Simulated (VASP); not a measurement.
# TiSi2 (Immm) in VASP: further runs

TiSi2 is run at these levels: LDA, PBEsol; tasks: relaxation of cell and atoms.

Program: VASP 6.6.1. These are calculated values, not measurements. Logs are shortened: lines on timing, memory, paths and dates and some standing lists are left out, and cuts for length are marked.

### Step 1. The cell of the first run

The structure is orthorhombic, space group Immm (No. 71). The conventional cell has a = 2.946 Å, b = 3.424 Å, c = 8.424 Å, α = 90.00°, β = 90.00°, γ = 90.00°. Within 3.5 Å of Ti (site symmetry mmm) lie 10 Si at 2.67 to 2.78 Å and 4 Ti at 2.95 to 3.42 Å. Within 3.5 Å of Si (site symmetry mm2) lie 9 Si at 2.63 to 3.42 Å and 5 Ti at 2.67 to 2.78 Å.

### Step 2. Relaxation of cell and atoms, LDA

INCAR reads:

```
SYSTEM = TiSi2
  PREC = Accurate
  ENCUT = 600
  EDIFF = 1E-6
  ISMEAR = -1
  SIGMA = 0.05
  LREAL = .FALSE.
  LASPH = .TRUE.
  NELM = 100
  ALGO = Normal
  ISIF = 3
  LWAVE = .FALSE.
  LCHARG = .FALSE.
  GGA = CA
  IBRION = 2
  NSW = 60
  EDIFFG = -0.01
```

KPOINTS reads:

```
regular mesh
0
G
  12 12 12
  0 0 0
```

POSCAR reads:

```
TiSi2
1.0
   -1.4728720000      1.7121300000      4.2120830000
    1.4728720000     -1.7121300000      4.2120830000
    1.4728720000      1.7121300000     -4.2120830000
Ti Si
1 2
Direct
    0.0000000000      0.0000000000      0.0000000000
    0.6700780000      0.6700780000      0.0000000000
    0.3299220000      0.3299220000      0.0000000000
```

Potentials or basis: VASP PAW LDA potentials, release 64 (Ti_sv, Si).

On the command line:

```console
$ cat potpaw_LDA.64/Ti_sv/POTCAR potpaw_LDA.64/Si/POTCAR > POTCAR
$ mpirun -np 1 vasp_std > vasp.out
```

OUTCAR:

```text
SYSTEM = TiSi2
   PREC = Accurate
   ENCUT = 600
   EDIFF = 1E-6
   ISMEAR = -1
   LREAL = .FALSE.
   LASPH = .TRUE.
   NELM = 100
   ISIF = 3
   GGA = CA
   IBRION = 2
   NSW = 60
   EDIFFG = -0.01

 ion  position               nearest neighbor table
   1  0.000  0.000  0.000-   2 2.67   2 2.67   2 2.67   3 2.67   2 2.67   3 2.67   3 2.67   3 2.67
                             2 2.78   3 2.78
   2  0.670  0.670  0.000-   3 2.63   3 2.63   3 2.63   3 2.63   1 2.67   1 2.67   1 2.67   1 2.67
                             1 2.78   3 2.87
   3  0.330  0.330  0.000-   2 2.63   2 2.63   2 2.63   2 2.63   1 2.67   1 2.67   1 2.67   1 2.67
                             1 2.78   2 2.87

  LATTYP: Found a body centered orthorhombic cell.
 ALAT       =     2.9457440000
 B/A-ratio  =     1.1624431723
 C/A-ratio  =     2.8597753233

  Lattice vectors:

 A1 = (  -1.4728720000,   1.7121300000,   4.2120830000)
 A2 = (   1.4728720000,  -1.7121300000,   4.2120830000)
 A3 = (   1.4728720000,   1.7121300000,  -4.2120830000)

Analysis of symmetry for initial positions (statically):
=====================================================================
 Subroutine PRICEL returns:
 Original cell was already a primitive cell.

 Routine SETGRP: Setting up the symmetry group for a
 body centered orthorhombic supercell.

 Subroutine GETGRP returns: Found  8 space group operations
 (whereof  8 operations were pure point group operations)
 out of a pool of  8 trial point group operations.

The static configuration has the point symmetry D_2h.

Analysis of symmetry for dynamics (positions and initial velocities):
=====================================================================
 Subroutine PRICEL returns:
 Original cell was already a primitive cell.

 Routine SETGRP: Setting up the symmetry group for a
 body centered orthorhombic supercell.

 Subroutine GETGRP returns: Found  8 space group operations
 (whereof  8 operations were pure point group operations)
 out of a pool of  8 trial point group operations.

The dynamic configuration has the point symmetry D_2h.

 Subroutine INISYM returns: Found  8 space group operations
 (whereof  8 operations are pure point group operations),
 and found     1 'primitive' translations

----------------------------------------------------------------------------------------

                                     Primitive cell

  volume of cell :      42.4873

  direct lattice vectors                    reciprocal lattice vectors
    -1.472872000  1.712130000  4.212083000     0.000000000  0.292033899  0.118706113
     1.472872000 -1.712130000  4.212083000     0.339472812  0.000000000  0.118706113
     1.472872000  1.712130000 -4.212083000     0.339472812  0.292033899  0.000000000

  length of vectors
     4.779370698  4.779370698  4.779370698     0.315237909  0.359628880  0.447800836

  position of ions in fractional coordinates (direct lattice)
     0.000000000  0.000000000  0.000000000
     0.670078000  0.670078000  0.000000000
     0.329922000  0.329922000  0.000000000

  ion indices of the primitive-cell ions
   primitive index   ion index
                 1           1
                 2           2
                 3           3

----------------------------------------------------------------------------------------

 KPOINTS: regular mesh

Automatic generation of k-mesh.
 Grid dimensions read from file:
 generate k-points for:   12   12   12

 Generating k-lattice:

  Cartesian coordinates                     Fractional coordinates (reciprocal lattice)
     0.000000000  0.024336158  0.009892176     0.083333333  0.000000000 -0.000000000
     0.028289401  0.000000000  0.009892176     0.000000000  0.083333333  0.000000000
     0.028289401  0.024336158  0.000000000    -0.000000000  0.000000000  0.083333333

  Length of vectors
     0.026269826  0.029969073  0.037316736

  Shift w.r.t. Gamma in fractional coordinates (k-lattice)
     0.000000000  0.000000000  0.000000000

 Subroutine IBZKPT returns following result:
 ===========================================

 Found    280 irreducible k-points:

 Following reciprocal coordinates:
            Coordinates               Weight
  0.000000  0.000000  0.000000      1.000000
  0.083333  0.000000 -0.000000      4.000000
  0.166667 -0.000000  0.000000      4.000000
  0.250000  0.000000 -0.000000      4.000000
  0.333333  0.000000  0.000000      4.000000
  0.416667 -0.000000  0.000000      4.000000
[... 16 lines left out ...]
  0.250000  0.166667 -0.000000      8.000000
  0.333333  0.166667  0.000000      8.000000
 [... further k-points ...]
   k-points           NKPTS =    280   k-points in BZ     NKDIM =    280   number of bands    NBANDS=     14
   number of dos      NEDOS =    301   number of ions     NIONS =      3
   total plane-waves  NPLWV =  64000
   dimension x,y,z NGX =    40 NGY =   40 NGZ =   40
   dimension x,y,z NGXF=    80 NGYF=   80 NGZF=   80
   ions per type =               1   2
   NGX,Y,Z   is equivalent  to a cutoff of  13.91, 13.91, 13.91 a.u.
   NGXF,Y,Z  is equivalent  to a cutoff of  27.83, 27.83, 27.83 a.u.
 SYSTEM =  TiSi2
   PREC   = accura    normal or accurate (medium, high low for compatibility)
   ISTART =      0    job   : 0-new  1-cont  2-samecut
   ICHARG =      2    charge: 1-file 2-atom 10-const
   ISPIN  =      1    spin polarized calculation?
   LNONCOLLINEAR =      F non collinear calculations
   LSORBIT =      F    spin-orbit coupling
   LASPH  =      T    aspherical Exc in radial PAW
   ENCUT  =  600.0 eV  44.10 Ry    6.64 a.u.   9.55  9.55  9.55*2*pi/ulx,y,z
   NELM   =    100;   NELMIN=  2; NELMDL= -5     # of ELM steps
   EDIFF  = 0.1E-05   stopping-criterion for ELM
   LREAL  =      F    real-space projection
   EDIFFG = -.1E-01   stopping-criterion for IOM
   NSW    =     60    number of steps for IOM
   IBRION =      2    ionic relax: 0-MD 1-quasi-New 2-CG
   NFREE  =      1    steps in history (QN), initial steepest desc. (CG)
   ISIF   =      3    stress and relaxation
   ISYM   =      2    0-nonsym 1-usesym 2-fastsym
   POTIM  = 0.5000    time-step for ionic-motion
   TEBEG  =    0.0;   TEEND  =   0.0 temperature during run
   PSTRESS=    0.0 pullay stress
   NELECT =      20.0000    total number of electrons
   NUPDOWN=      -1.0000    fix difference up-down
   EMIN   =  10.00;   EMAX   =-10.00  energy-range for DOS
   EFERMI =   0.00;   METHOD = LEGACY
   ISMEAR =    -1;   SIGMA  =   0.05  broadening in eV -4-tet -1-fermi 0-gaus
   EFERMI_NEDOS =   21; number of points for ismear=-14 and -15
   IALGO  =     38    algorithm
   IMIX   =      4    mixing-type and parameters
     AMIX     =   0.40;   BMIX     =  1.00
     AMIX_MAG =   1.60;   BMIX_MAG =  1.00
  volume/ion in A,a.u.               =      14.16        95.57
  Fermi-wavevector in a.u.,A,eV,Ry     =   1.273499  2.406564 22.065925  1.621800
  Thomas-Fermi vector in A             =   2.406319
   LORBIT       =      0    0 simple, 1 ext, 2 COOP (PROOUT), +10 PAW based schemes
   GGA     = CA    functional components
   LHFCALC =     F    Hartree Fock is set to
   AEXX    =    0.0000 exact exchange contribution
   IVDW    =     0    specifies the selected vdW correction
   LEPSILON=     F    determine dielectric tensor
   LRPA    =     F    only Hartree local field effects (RPA)
 conjugate gradient relaxation of ions
 non-spin polarized calculation
  energy-cutoff  :      600.00
  volume of cell :       42.49
 maximum number of plane-waves:      1438
 NGX is ok and might be reduce to    40
   NGX = 19   NGY = 19   NGZ = 19

--------------------------------------- Ionic step        1  -------------------------------------------

 number of electron      20.0000000 magnetization

 Free energy of the ion-electron system (eV)
  ---------------------------------------------------
  ext. energy  EPLUGINS =         0.00000000
  ---------------------------------------------------
  free energy    TOTEN  =       -21.91578390 eV

  energy without entropy =      -21.90438787  energy(sigma->0) =      -21.91008589

 E-fermi :   9.8766     XC(G=0): -11.8470

 val. band max:        9.8726811616   @ k =  -0.4167   0.4167   0.3333
 cond. band min:       9.8819874095   @ k =   0.5000   0.5000   0.4167
 fundamental gap:      0.0093062479
 Fermi energy:         9.8766321498

 k-point     1 :       0.0000    0.0000    0.0000
  band No.  band energies     occupation
      1     -45.6864      2.00000
      2     -22.4074      2.00000
      3     -22.3812      2.00000
      4     -22.1262      2.00000
      5      -2.6030      2.00000
      6       5.1923      2.00000
      7       5.7734      2.00000
      8       7.7492      2.00000
      9       9.2597      1.99999
     10      10.6155      0.00000
     11      11.9542      0.00000
     12      12.2455      0.00000
     13      13.0475      0.00000
     14      13.6245      0.00000
[... 647 lines left out ...]
  energy  without entropy=      -21.9457364449  energy(sigma->0) =      -21.95106134

--------------------------------------- Ionic step        8  -------------------------------------------

 number of electron      20.0000001 magnetization

 Free energy of the ion-electron system (eV)
  ---------------------------------------------------
  ext. energy  EPLUGINS =         0.00000000
  ---------------------------------------------------
  free energy    TOTEN  =       -21.95641100 eV

  energy without entropy =      -21.94577601  energy(sigma->0) =      -21.95109351

 E-fermi :  10.4215     XC(G=0): -12.0491

 val. band max:       10.4206415907   @ k =   0.5000   0.1667  -0.0000
 cond. band min:      10.4328229444   @ k =   0.4167   0.1667   0.0000
 fundamental gap:      0.0121813536
 Fermi energy:        10.4215295288

 k-point     1 :       0.0000    0.0000    0.0000
  band No.  band energies     occupation
      1     -44.9837      2.00000
      2     -21.7190      2.00000
      3     -21.6919      2.00000
      4     -21.4162      2.00000
      5      -2.3193      2.00000
      6       5.5424      2.00000
      7       6.4376      2.00000
      8       8.2445      2.00000
      9       9.7439      2.00000
     10      11.2089      0.00000
     11      12.6406      0.00000
     12      12.9129      0.00000
     13      13.7037      0.00000
     14      14.4541      0.00000
[... 421 lines left out ...]
  FREE ENERGIE OF THE ION-ELECTRON SYSTEM (eV)
  ---------------------------------------------------
  free  energy   TOTEN  =       -21.9564110032 eV

  energy  without entropy=      -21.9457760099  energy(sigma->0) =      -21.95109351

 reached required accuracy - stopping structural energy minimisation
```

Wall time 11 min (1 thread of Intel Xeon 6975P-C (Granite Rapids), shared host); peak memory 0.36 GiB.

Results:

```
Free energy                           : -21.9564 eV
Relaxed volume                        : 13.54 Å³/atom
Relaxed cell                          : a = 4.698 Å, b = 4.698 Å, c = 4.698 Å, α = 143.96°, β = 137.87°, γ = 56.62°
Space group after relaxing (to 0.1 Å) : Immm (No. 71)
Energy gained by relaxing             : 13.5 meV/atom
Ionic steps                           : 8
Pressure after relaxing               : 0.0 GPa
Band gap on the k mesh                : zero (bands 10 and 11 overlap by 2.41 eV)
```

Step by step:
| step | energy change (eV) | largest force (eV/Å) | pressure (GPa) | volume (Å³) |
| --- | --- | --- | --- | --- |
| 1 | 0.0000 | 0.1101 | -6.40 | 42.49 |
| 2 | -0.0116 | 0.0017 | 6.34 | 39.10 |
| 3 | -0.0403 | 0.0527 | -0.01 | 40.60 |
| 4 | -0.0403 | 0.0513 | 0.12 | 40.56 |
| 5 | -0.0405 | 0.0295 | 0.14 | 40.57 |
| 6 | -0.0406 | 0.0001 | 0.14 | 40.57 |
| 7 | -0.0406 | 0.0001 | -0.16 | 40.65 |
| 8 | -0.0406 | 0.0000 | 0.00 | 40.61 |

Final structure:
```
Ti Si
1.0
    -1.45352    1.68858    4.13619
     1.45352   -1.68858    4.13619
     1.45352    1.68858   -4.13619
Ti Si
1 2
Direct
  0.00000 0.00000 0.00000
  0.66906 0.66906 0.00000
  0.33094 0.33094 0.00000
```

### Step 3. Relaxation of cell and atoms, PBEsol, target pressure 10 GPa, at which the enthalpy is minimised

INCAR reads:

```
SYSTEM = TiSi2
PREC     = Accurate       ! precision mode
ENCUT    = 600            ! plane-wave cutoff, eV
EDIFF    = 1E-6           ! SCF threshold, eV
ISMEAR   = -1             ! smearing method
SIGMA    = 0.05           ! smearing width, eV
LREAL    = .False.        ! projectors in reciprocal space
LASPH    = .True.         ! aspherical terms in the spheres
NELM     = 60             ! most SCF steps
ALGO     = Normal         ! electronic algorithm
ISIF     = 3              ! what is computed and relaxed
LWAVE    = .False.        ! write WAVECAR
LCHARG   = .False.        ! write CHGCAR
GGA      = PS             ! functional
IBRION   = 2              ! ionic algorithm
NSW      = 80             ! ionic steps
EDIFFG   = -0.005         ! ionic threshold
PSTRESS  = 100.0
```

KPOINTS reads:

```
regular mesh
0
Gamma
  12 12 12
  0 0 0
```

POSCAR is that of step 2.

Potentials or basis: VASP PAW PBE potentials, release 64 (Ti_sv, Si).

On the command line:

```console
$ cat potpaw_PBE.64/Ti_sv/POTCAR potpaw_PBE.64/Si/POTCAR > POTCAR
$ mpirun -np 1 vasp_std > vasp.out
```

OUTCAR:

```text
SYSTEM = TiSi2
   PREC = Accurate
   ENCUT = 600
   EDIFF = 1E-6
   ISMEAR = -1
   LREAL = .False.
   LASPH = .True.
   NELM = 60
   ISIF = 3
   GGA = PS
   IBRION = 2
   NSW = 80
   EDIFFG = -0.005
   PSTRESS = 100.0

 ion  position               nearest neighbor table
   1  0.000  0.000  0.000-   2 2.67   2 2.67   2 2.67   3 2.67   2 2.67   3 2.67   3 2.67   3 2.67
                             2 2.78   3 2.78
   2  0.670  0.670  0.000-   3 2.63   3 2.63   3 2.63   3 2.63   1 2.67   1 2.67   1 2.67   1 2.67
                             1 2.78   3 2.87
   3  0.330  0.330  0.000-   2 2.63   2 2.63   2 2.63   2 2.63   1 2.67   1 2.67   1 2.67   1 2.67
                             1 2.78   2 2.87

  LATTYP: Found a body centered orthorhombic cell.
 ALAT       =     2.9457440000
 B/A-ratio  =     1.1624431723
 C/A-ratio  =     2.8597753233

  Lattice vectors:

 A1 = (  -1.4728720000,   1.7121300000,   4.2120830000)
 A2 = (   1.4728720000,  -1.7121300000,   4.2120830000)
[... 197 lines left out ...]
      8       7.7720      2.00000
      9       9.2879      1.99999
     10      10.6734      0.00000
     11      11.9546      0.00000
     12      12.3179      0.00000
     13      13.0594      0.00000
     14      13.6871      0.00000
[... 702 lines left out ...]
--------------------------------------- Ionic step        9  -------------------------------------------

 number of electron      20.0000001 magnetization

 Free energy of the ion-electron system (eV)
  ---------------------------------------------------
  ext. energy  EPLUGINS =         0.00000000
  ---------------------------------------------------
  free energy    TOTEN  =       -21.27506291 eV

  energy without entropy =      -21.26520498  energy(sigma->0) =      -21.27013394

 E-fermi :  10.9647     XC(G=0): -12.1573

 val. band max:       10.9628682789   @ k =   0.3333   0.1667   0.0000
 cond. band min:      10.9670821928   @ k =  -0.3333  -0.3333   0.0833
 fundamental gap:      0.0042139139
 Fermi energy:        10.9647086946

 k-point     1 :       0.0000    0.0000    0.0000
  band No.  band energies     occupation
      1     -44.7839      2.00000
      2     -21.2513      2.00000
      3     -21.2203      2.00000
      4     -20.9128      2.00000
      5      -2.1486      2.00000
      6       5.8763      2.00000
      7       6.9422      2.00000
      8       8.6389      2.00000
      9      10.2133      2.00000
     10      11.8602      0.00000
     11      13.1161      0.00000
     12      13.6313      0.00000
     13      14.3746      0.00000
     14      15.1961      0.00000
[... 425 lines left out ...]
  energy  without entropy=      -21.2652049758  energy(sigma->0) =      -21.27013394

  enthalpy is  TOTEN    =       -18.8377819893 eV   P V=        2.4372809240

 reached required accuracy - stopping structural energy minimisation
```

OSZICAR:

```text
N       E                     dE             d eps       ncg     rms          rms(c)
DAV:   1     0.139503896170E+03    0.13950E+03   -0.10646E+04  7846   0.163E+03
DAV:   2    -0.113993072407E+02   -0.15090E+03   -0.14869E+03  7972   0.388E+02
DAV:   3    -0.229060347656E+02   -0.11507E+02   -0.11146E+02 12914   0.888E+01
[... 72 lines left out ...]
       N       E                     dE             d eps       ncg     rms          rms(c)
DAV:   1    -0.212750766003E+02   -0.16858E-03   -0.72881E-04  9184   0.386E-01    0.267E-02
DAV:   2    -0.212750668432E+02    0.97571E-05   -0.40878E-05  8692   0.629E-02    0.134E-02
DAV:   3    -0.212750631800E+02    0.36632E-05   -0.93768E-06 10544   0.274E-02    0.331E-03
DAV:   4    -0.212750629134E+02    0.26659E-06   -0.14273E-06  6192   0.126E-02
   9 F= -.18837782E+02 E0= -.18832853E+02  d E =-.560740E-05
```

CONTCAR:

```text
TiSi2
   1.00000000000000
    -1.4297176223715649    1.6685423251623632    4.0923114856586018
     1.4297176223715649   -1.6685423251623632    4.0923114856586018
     1.4297176223715649    1.6685423251623632   -4.0923114856586018
  Ti              Si
     1     2
Direct
     0.0000000000000000    1.0000000000000000    1.0000000000000000
     0.6699346176351597    0.6699346176351597    0.0000000000000000
     0.3300653823648405    0.3300653823648405    0.0000000000000000

  0.00000000E+00  0.00000000E+00  0.00000000E+00
  0.00000000E+00  0.00000000E+00  0.00000000E+00
  0.00000000E+00  0.00000000E+00  0.00000000E+00
```

Wall time 10 min (1 thread of Intel Xeon 6975P-C (Granite Rapids), shared host); peak memory 0.4 GiB.

What came out:

```
Free energy                                                : -21.2751 eV
Relaxed volume                                             : 13.02 Å³/atom
Relaxed cell                                               : a = 4.645 Å, b = 4.645 Å, c = 4.645 Å, α = 144.15°, β = 137.90°, γ = 56.47°
Space group after relaxing (to 0.1 Å)                      : Immm (No. 71)
Energy change on relaxing (the run minimises the enthalpy) : +19.6 meV/atom
Ionic steps                                                : 9
Pressure after relaxing                                    : 10.0 GPa
Band gap on the k mesh                                     : zero (bands 10 and 11 overlap by 2.60 eV)
```

Step by step:
```tsv
step	energy change (eV)	largest force (eV/Å)	pressure (GPa)	volume (Å³)
1	0.0000	0.0665	-3.51	42.49
2	0.4962	0.0836	31.56	35.56
3	0.0544	0.0004	9.71	39.13
4	0.0584	0.0020	9.99	39.06
5	0.0587	0.0018	9.99	39.05
6	0.0594	0.0015	10.00	39.04
7	0.0591	0.0019	10.00	39.05
8	0.0590	0.0018	10.01	39.05
9	0.0589	0.0008	10.00	39.05
```

Final structure:
```
CELL_PARAMETERS angstrom
-1.42972 1.66854 4.09231
1.42972 -1.66854 4.09231
1.42972 1.66854 -4.09231
ATOMIC_POSITIONS crystal
Ti 0.00000 0.00000 0.00000
Si 0.66993 0.66993 0.00000
Si 0.33007 0.33007 0.00000
```

Levels at points of the mesh, in eV from the Fermi level:
| k point | band 6 | band 7 | band 8 | band 9 | band 10 | band 11 | band 12 | band 13 | band 14 |
| --- | --- | --- | --- | --- | --- | --- | --- | --- | --- |
| (0.00, 0.00, 0.00) | -5.09 | -4.02 | -2.33 | -0.75 | 0.90 | 2.15 | 2.67 | 3.41 | 4.23 |
| (0.50, 0.00, 0.00) | -9.52 | -4.52 | -3.89 | -0.77 | 1.08 | 2.25 | 2.86 | 3.99 | 4.30 |
| (0.00, 0.50, 0.00) | -8.39 | -3.71 | -3.53 | -1.05 | -0.51 | 0.99 | 2.97 | 3.82 | 4.38 |
| (0.50, 0.50, 0.00) | -5.69 | -5.35 | -4.53 | -3.07 | -1.46 | -0.59 | 3.15 | 3.25 | 3.42 |
| (0.50, 0.50, 0.50) | -9.17 | -1.48 | -1.33 | -0.45 | 0.47 | 2.20 | 2.73 | 2.82 | 4.11 |

Caveat: the cell is relaxed towards a set pressure, so the run minimises the enthalpy, not the energy; the PAW data sets were made with another functional, which shifts forces and pressure a little.
